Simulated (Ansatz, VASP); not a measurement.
One calculation of Sn, two programs

```
Sn
1.0
     0.00000    3.40723    3.40723
     3.40723    0.00000    3.40723
     3.40723    3.40723    0.00000
Sn
2
Direct
  0.50000 0.50000 0.50000
  0.75000 0.75000 0.75000
```

Alike in both runs: functional BLYP; k mesh 9 × 9 × 9; occupations fermi-dirac, width 0.1 eV; no spin polarisation.

Ansatz relaxed the structure, and its values are those at the end. VASP's run is a single point on that final structure, the one shown.

```csv
,VASP,Ansatz
version,VASP 6.6.1,Ansatz 0.2.0
potentials or method,"VASP PAW PBE potentials, release 64 (Sn_d), cutoff 520 eV","plane waves (420 eV) with PAW, scalar-relativistic"
valence electrons in the cell,28,28
```

|  | VASP | Ansatz | Ansatz less VASP |
| --- | --- | --- | --- |
| pressure (GPa) | 0.0 | 0.0 | +0.03 |

VASP's potentials were made for PBE, not for BLYP. The functional is the same, so the differences come from potentials, cutoffs and numerics.
